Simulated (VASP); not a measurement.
Crystal: Cd2SnO3.

```
Cd Sn O
1.0
     2.43754   -5.15705    0.00000
     2.43754    5.15705    0.00000
     0.00000    0.00000    3.83869
Cd Sn O
2 1 3
Direct
  0.65497 0.34503 0.50000
  0.34503 0.65497 0.50000
  0.00000 0.00000 0.00000
  0.14539 0.85461 0.50000
  0.85461 0.14539 0.50000
  0.50000 0.50000 0.00000
```

The cell was generated, and may not be a known phase.

| Property | Result |
| --- | --- |
| Program | VASP 6.6.1 |
| Task | relaxation of cell and atoms |
| Functional | PBE |
| Potentials or basis | VASP PAW PBE potentials, release 64 (Cd, Sn_d, O) |
| Cutoff | 600 eV |
| k mesh | 4 × 4 × 4 |
| Occupations | gaussian, width 0.1 eV |
| Spin | no spin polarisation |

At the start: pressure 3.3 GPa; volume 16.08 Å³/atom.

Problem. Where does the relaxation end?

Solution. Over 9 steps the energy falls by 45.4 meV/atom and the volume is 16.07 Å³/atom (-0.1 %); space group Cmmm (No. 65, to 0.1 Å) before and after.

Step by step:
```
step  energy change (eV)  largest force (eV/Å)  pressure (GPa)  volume (Å³)
   1              0.0000                1.8321            3.26        96.51
   2             -0.1839                0.4587           -3.73       101.06
   3             -0.2291                0.1609           -1.92        99.42
   4             -0.2550                0.1606           -0.01        97.05
   5             -0.2558                0.1616            0.41        96.57
   6             -0.2624                0.1322            0.22        96.69
   7             -0.2698                0.1432           -0.37        96.99
   8             -0.2722                0.0433            0.29        96.32
   9             -0.2723                0.0322            0.18        96.44
```

Final structure:
```cif
data_structure
_symmetry_space_group_name_H-M 'P 1'
_symmetry_Int_Tables_number 1
_cell_length_a 5.9280
_cell_length_b 5.9280
_cell_length_c 3.6552
_cell_angle_alpha 90.000
_cell_angle_beta 90.000
_cell_angle_gamma 131.343
_cell_volume 96.44
loop_
_atom_site_label
_atom_site_type_symbol
_atom_site_fract_x
_atom_site_fract_y
_atom_site_fract_z
_atom_site_occupancy
Cd1 Cd 0.64867 0.35133 0.50000 1
Cd2 Cd 0.35133 0.64867 0.50000 1
Sn1 Sn 0.00000 0.00000 0.00000 1
O1 O 0.14573 0.85427 0.50000 1
O2 O 0.85427 0.14573 0.50000 1
O3 O 0.50000 0.50000 0.00000 1
```

Caveat: the k points lie up to 0.43 Å⁻¹ apart in the final cell, too coarse for converged energies and pressures of a metal.
